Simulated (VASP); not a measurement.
# TaN (P-62m) in VASP: single point with PBE

Aim: the single point of TaN with PBE.

Program: VASP 6.6.1. These are calculated values, not measurements. Logs are shortened: lines on timing, memory, paths and dates and some standing lists are left out, and cuts for length are marked.

## (1) The cell of the first run

The structure is hexagonal, space group P-62m (No. 189). Conventional cell: a = 5.196 Å, b = 5.196 Å, c = 2.911 Å, α = 90.00°, β = 90.00°, γ = 120.00°. Ta (site symmetry -6) has 6 N at 2.16 Å and 5 Ta at 2.91 to 3.00 Å within 3.0 Å. Within 2.7 Å of Ta (site symmetry -62m) lie 3 N at 2.04 Å. Within 3.0 Å of N (site symmetry m2m) lie 5 Ta at 2.04 to 2.16 Å and 6 N at 2.77 to 2.91 Å.

## (2) Single point, PBE

Contents of INCAR:

```
PREC = Accurate
ENCUT = 520
EDIFF = 1E-6
ISMEAR = 0
SIGMA = 0.05
LREAL = F
LASPH = T
NELM = 60
ALGO = Normal
ISIF = 2
LWAVE = F
LCHARG = T
GGA = PE
LELF = T
LVHAR = T
NBANDS = 33
```

Contents of KPOINTS:

```
regular mesh
0
Gamma
  12 12 14
```

Contents of POSCAR:

```
TaN
1.0
    5.1960000000      0.0000000000      0.0000000000
   -2.5980000000      4.4998680000      0.0000000000
    0.0000000000      0.0000000000      2.9110000000
Ta N
3 3
Direct
    0.3333333300      0.6666666700      0.5000000000
    0.6666666700      0.3333333300      0.5000000000
    0.0000000000      0.0000000000      0.0000000000
    0.3928500000      0.0000000000      0.0000000000
    0.6071500000      0.6071500000      0.0000000000
    0.0000000000      0.3928500000      0.0000000000
```

Potentials or basis: VASP PAW PBE potentials, release 64 (Ta_pv, N).

Command:

```bash
$ cat potpaw_PBE.64/Ta_pv/POTCAR potpaw_PBE.64/N/POTCAR > POTCAR
$ mpirun -np 1 vasp_std > vasp.out
```

OUTCAR:

```text
PREC = Accurate
   ENCUT = 520
   EDIFF = 1E-6
   ISMEAR = 0
   LREAL = F
   LASPH = T
   NELM = 60
   ISIF = 2
   GGA = PE

 ion  position               nearest neighbor table
   1  0.333  0.667  0.500-   4 2.16   4 2.16   6 2.16   6 2.16   5 2.16   5 2.16   2 3.00   2 3.00
                             2 3.00   3 3.33   3 3.33   3 3.33   3 3.33   3 3.33   3 3.33
   2  0.667  0.333  0.500-   6 2.16   6 2.16   4 2.16   4 2.16   5 2.16   5 2.16   1 3.00   1 3.00
                             1 3.00   3 3.33   3 3.33   3 3.33   3 3.33   3 3.33   3 3.33
   3  0.000  0.000  0.000-   4 2.04   5 2.04   6 2.04   2 3.33   1 3.33   1 3.33   2 3.33   2 3.33
                             2 3.33   1 3.33   1 3.33   2 3.33   2 3.33   1 3.33   1 3.33
   4  0.393  0.000  0.000-   3 2.04   1 2.16   1 2.16   2 2.16   2 2.16
   5  0.607  0.607  0.000-   3 2.04   1 2.16   1 2.16   2 2.16   2 2.16
   6  0.000  0.393  0.000-   3 2.04   2 2.16   2 2.16   1 2.16   1 2.16

  LATTYP: Found a hexagonal cell.
 ALAT       =     5.1960000000
 C/A-ratio  =     0.5602386451

  Lattice vectors:

 A1 = (   5.1960000000,   0.0000000000,   0.0000000000)
 A2 = (  -2.5980000000,   4.4998680000,   0.0000000000)
 A3 = (   0.0000000000,   0.0000000000,   2.9110000000)

Analysis of symmetry for initial positions (statically):
=====================================================================
 Subroutine PRICEL returns:
 Original cell was already a primitive cell.

 Routine SETGRP: Setting up the symmetry group for a
 hexagonal supercell.

 Subroutine GETGRP returns: Found 12 space group operations
 (whereof 12 operations were pure point group operations)
 out of a pool of 24 trial point group operations.

The static configuration has the point symmetry D_3h.

Analysis of symmetry for dynamics (positions and initial velocities):
=====================================================================
 Subroutine PRICEL returns:
 Original cell was already a primitive cell.

 Routine SETGRP: Setting up the symmetry group for a
 hexagonal supercell.

 Subroutine GETGRP returns: Found 12 space group operations
 (whereof 12 operations were pure point group operations)
 out of a pool of 24 trial point group operations.

The dynamic configuration has the point symmetry D_3h.

 Subroutine INISYM returns: Found 12 space group operations
 (whereof 12 operations are pure point group operations),
 and found     1 'primitive' translations

----------------------------------------------------------------------------------------

                                     Primitive cell

  volume of cell :      68.0630

  direct lattice vectors                    reciprocal lattice vectors
     5.196000000  0.000000000  0.000000000     0.192455735  0.111114370  0.000000000
    -2.598000000  4.499868000  0.000000000     0.000000000  0.222228741  0.000000000
     0.000000000  0.000000000  2.911000000     0.000000000  0.000000000  0.343524562

  length of vectors
     5.196000000  5.196000002  2.911000000     0.222228741  0.222228741  0.343524562

  position of ions in fractional coordinates (direct lattice)
     0.333333330  0.666666670  0.500000000
     0.666666670  0.333333330  0.500000000
     0.000000000  0.000000000  0.000000000
     0.392850000  0.000000000  0.000000000
     0.607150000  0.607150000  0.000000000
     0.000000000  0.392850000  0.000000000

  ion indices of the primitive-cell ions
   primitive index   ion index
                 1           1
                 2           2
                 3           3
                 4           4
                 5           5
                 6           6

----------------------------------------------------------------------------------------

 KPOINTS: regular mesh

Automatic generation of k-mesh.
 Grid dimensions read from file:
 generate k-points for:   12   12   14

 Generating k-lattice:

  Cartesian coordinates                     Fractional coordinates (reciprocal lattice)
     0.016037978  0.009259531  0.000000000     0.083333333  0.000000000  0.000000000
     0.000000000  0.018519062  0.000000000     0.000000000  0.083333333  0.000000000
     0.000000000  0.000000000  0.024537469     0.000000000  0.000000000  0.071428571

  Length of vectors
     0.018519062  0.018519062  0.024537469

  Shift w.r.t. Gamma in fractional coordinates (k-lattice)
     0.000000000  0.000000000  0.000000000

 Subroutine IBZKPT returns following result:
 ===========================================

 Found    152 irreducible k-points:

 Following reciprocal coordinates:
            Coordinates               Weight
  0.000000  0.000000  0.000000      1.000000
  0.083333  0.000000  0.000000      6.000000
  0.166667  0.000000  0.000000      6.000000
  0.250000  0.000000  0.000000      6.000000
  0.333333 -0.000000  0.000000      6.000000
  0.416667  0.000000  0.000000      6.000000
[... 16 lines left out ...]
  0.250000  0.000000  0.071429     12.000000
  0.333333 -0.000000  0.071429     12.000000
 [... further k-points ...]
   k-points           NKPTS =    152   k-points in BZ     NKDIM =    152   number of bands    NBANDS=     33
   number of dos      NEDOS =    301   number of ions     NIONS =      6
   total plane-waves  NPLWV =  38400
   dimension x,y,z NGX =    40 NGY =   40 NGZ =   24
   dimension x,y,z NGXF=    80 NGYF=   80 NGZF=   48
   ions per type =               3   3
   NGX,Y,Z   is equivalent  to a cutoff of  12.80, 12.80, 13.71 a.u.
   NGXF,Y,Z  is equivalent  to a cutoff of  25.60, 25.60, 27.41 a.u.
 SYSTEM =  unknown system
   PREC   = accura    normal or accurate (medium, high low for compatibility)
   ISTART =      0    job   : 0-new  1-cont  2-samecut
   ICHARG =      2    charge: 1-file 2-atom 10-const
   ISPIN  =      1    spin polarized calculation?
   LNONCOLLINEAR =      F non collinear calculations
   LSORBIT =      F    spin-orbit coupling
   LASPH  =      T    aspherical Exc in radial PAW
   ENCUT  =  520.0 eV  38.22 Ry    6.18 a.u.   9.66  9.66  5.41*2*pi/ulx,y,z
   NELM   =     60;   NELMIN=  2; NELMDL= -5     # of ELM steps
   EDIFF  = 0.1E-05   stopping-criterion for ELM
   LREAL  =      F    real-space projection
   EDIFFG = 0.1E-04   stopping-criterion for IOM
   NSW    =      0    number of steps for IOM
   IBRION =     -1    ionic relax: 0-MD 1-quasi-New 2-CG
   NFREE  =      0    steps in history (QN), initial steepest desc. (CG)
   ISIF   =      2    stress and relaxation
   ISYM   =      2    0-nonsym 1-usesym 2-fastsym
   POTIM  = 0.5000    time-step for ionic-motion
   TEBEG  =    0.0;   TEEND  =   0.0 temperature during run
   PSTRESS=    0.0 pullay stress
   NELECT =      48.0000    total number of electrons
   NUPDOWN=      -1.0000    fix difference up-down
   EMIN   =  10.00;   EMAX   =-10.00  energy-range for DOS
   EFERMI =   0.00;   METHOD = LEGACY
   ISMEAR =     0;   SIGMA  =   0.05  broadening in eV -4-tet -1-fermi 0-gaus
   EFERMI_NEDOS =   21; number of points for ismear=-14 and -15
   IALGO  =     38    algorithm
   IMIX   =      4    mixing-type and parameters
     AMIX     =   0.40;   BMIX     =  1.00
     AMIX_MAG =   1.60;   BMIX_MAG =  1.00
  volume/ion in A,a.u.               =      11.34        76.55
  Fermi-wavevector in a.u.,A,eV,Ry     =   1.457197  2.753703 28.890916  2.123422
  Thomas-Fermi vector in A             =   2.574026
   LORBIT       =      0    0 simple, 1 ext, 2 COOP (PROOUT), +10 PAW based schemes
   GGA     = PE    functional components
   LHFCALC =     F    Hartree Fock is set to
   AEXX    =    0.0000 exact exchange contribution
   IVDW    =     0    specifies the selected vdW correction
   LEPSILON=     F    determine dielectric tensor
   LRPA    =     F    only Hartree local field effects (RPA)
 non-spin polarized calculation
 Gauss-broadening in eV      SIGMA  =   0.05
  energy-cutoff  :      520.00
  volume of cell :       68.06
 maximum number of plane-waves:      1858
 NGX is ok and might be reduce to    40
   NGX = 19   NGY = 19   NGZ = 11

 number of electron      48.0000002 magnetization

 Free energy of the ion-electron system (eV)
  ---------------------------------------------------
  ext. energy  EPLUGINS =         0.00000000
  ---------------------------------------------------
  free energy    TOTEN  =       -67.47910633 eV

  energy without entropy =      -67.47822595  energy(sigma->0) =      -67.47866614

 E-fermi :   8.3827     XC(G=0): -13.0051

 val. band max:        8.3650258279   @ k =   0.1667   0.0833   0.1429
 cond. band min:       8.4042633119   @ k =   0.1667   0.0833   0.2143
 fundamental gap:      0.0392374840
 Fermi energy:         8.3826609583

 k-point     1 :       0.0000    0.0000    0.0000
  band No.  band energies     occupation
      1     -27.9052      2.00000
      2     -27.9052      2.00000
      3     -27.5523      2.00000
      4     -27.5523      2.00000
      5     -27.3740      2.00000
      6     -27.2672      2.00000
[... 25 lines left out ...]
     32      11.5253      0.00000
     33      11.5253      0.00000

 k-point     2 :       0.0833    0.0000    0.0000
  band No.  band energies     occupation
      1     -27.9115      2.00000
      2     -27.9040      2.00000
      3     -27.5464      2.00000
      4     -27.5443      2.00000
      5     -27.3723      2.00000
      6     -27.2688      2.00000
[... 25 lines left out ...]
     32      11.5010      0.00000
     33      11.5793      0.00000

 k-point     3 :       0.1667    0.0000    0.0000
  band No.  band energies     occupation
      1     -27.9275      2.00000
      2     -27.8977      2.00000
      3     -27.5352      2.00000
      4     -27.5235      2.00000
      5     -27.3673      2.00000
      6     -27.2734      2.00000
[... 25 lines left out ...]
     32      11.4513      0.00000
     33      11.7291      0.00000

 k-point     4 :       0.2500    0.0000    0.0000
  band No.  band energies     occupation
      1     -27.9472      2.00000
      2     -27.8812      2.00000
      3     -27.5347      2.00000
      4     -27.4970      2.00000
      5     -27.3596      2.00000
      6     -27.2805      2.00000
[... 673 lines left out ...]
     32      11.5608      0.00000
     33      11.7027      0.00000

 k-point    23 :       0.2500    0.0000    0.0714
  band No.  band energies     occupation
      1     -27.9389      2.00000
      2     -27.8736      2.00000
      3     -27.5295      2.00000
      4     -27.4910      2.00000
      5     -27.4069      2.00000
      6     -27.3212      2.00000
[... 25 lines left out ...]
     32      11.8289      0.00000
     33      12.1941      0.00000

 k-point    24 :       0.3333   -0.0000    0.0714
  band No.  band energies     occupation
      1     -27.9564      2.00000
      2     -27.8452      2.00000
      3     -27.5521      2.00000
      4     -27.4666      2.00000
      5     -27.3982      2.00000
      6     -27.3305      2.00000
[... 25 lines left out ...]
     32      12.0177      0.00000
     33      12.2332      0.00000

 [... further k-points ...]
[... 5 lines left out ...]
  --------------------------------------------------------------------------------------
  -------------------------------------------------------------------------------------
  Total        2.5513372      2.5513372      2.1345341      0.0000000      0.0000000      0.0000000
  in kB       60.0575101     60.0575101     50.2461235      0.0000000      0.0000000      0.0000000
  external PRESSURE =      56.7870479 kB  Pullay stress =       0.0000000 kB

 VOLUME and BASIS-vectors are now :
 -----------------------------------------------------------------------------
  energy-cutoff  :      520.00
  volume of cell :       68.06
      direct lattice vectors                 reciprocal lattice vectors
     5.196000000  0.000000000  0.000000000     0.192455735  0.111114370  0.000000000
    -2.598000000  4.499868000  0.000000000     0.000000000  0.222228741  0.000000000
     0.000000000  0.000000000  2.911000000     0.000000000  0.000000000  0.343524562

 POSITION                                       TOTAL-FORCE (eV/Angst)
 -----------------------------------------------------------------------------------
     -0.00000      2.99991      1.45550         0.000000      0.000000     -0.000000
      2.59800      1.49996      1.45550         0.000000      0.000000     -0.000000
      0.00000      0.00000      0.00000         0.000000      0.000000     -0.000000
      2.04125      0.00000      0.00000         0.040168      0.000000      0.000000
      1.57738      2.73209      0.00000        -0.020084     -0.034787      0.000000
     -1.02062      1.76777      0.00000        -0.020084      0.034787     -0.000000
 -----------------------------------------------------------------------------------
    total drift:                               -0.000002     -0.000003      0.000000

  FREE ENERGIE OF THE ION-ELECTRON SYSTEM (eV)
  ---------------------------------------------------
  free  energy   TOTEN  =       -67.4791063346 eV

  energy  without entropy=      -67.4782259533  energy(sigma->0) =      -67.47866614
```

Run time: 4 min. Hardware: 1 thread of Intel Xeon Platinum 8259CL at 2.50GHz (Skylake/Cascade Lake), shared host; peak memory 0.38 GiB.

Results:

```
Free energy            : -67.4791 eV
Pressure               : 5.7 GPa
Largest force          : 0.040 eV/Å
Band gap on the k mesh : zero (bands 24 and 25 overlap by 3.10 eV)
```

Forces in eV/Å, atoms in the order of the input:
```
Ta   0.000  0.000  0.000
Ta   0.000  0.000  0.000
Ta   0.000  0.000  0.000
N    0.040  0.000  0.000
N   -0.020 -0.035  0.000
N   -0.020  0.035  0.000
```

Stress tensor (GPa, compression positive):
```
6.01 0.00 0.00
0.00 6.01 0.00
0.00 0.00 5.02
```

Levels at points of the mesh, in eV from the Fermi level:
| k point | band 20 | band 21 | band 22 | band 23 | band 24 | band 25 | band 26 | band 27 | band 28 | band 29 |
| --- | --- | --- | --- | --- | --- | --- | --- | --- | --- | --- |
| (0.00, 0.00, 0.00) | -5.06 | -4.31 | -3.38 | -1.95 | -0.96 | -0.96 | 0.55 | 0.55 | 1.79 | 1.88 |
| (0.50, 0.00, 0.00) | -4.65 | -3.94 | -3.92 | -2.88 | -2.67 | 1.16 | 1.77 | 1.88 | 2.37 | 2.39 |
| (0.00, 0.00, 0.50) | -4.53 | -4.38 | -2.91 | -2.91 | 1.87 | 1.87 | 1.93 | 2.17 | 2.17 | 3.23 |
| (0.50, 0.00, 0.50) | -4.76 | -4.06 | -3.30 | -2.01 | -0.99 | 0.47 | 1.34 | 3.21 | 3.28 | 3.33 |

Caveat: the cell stands under pressure; spin-orbit coupling is left out, which moves the levels of the heavy elements.
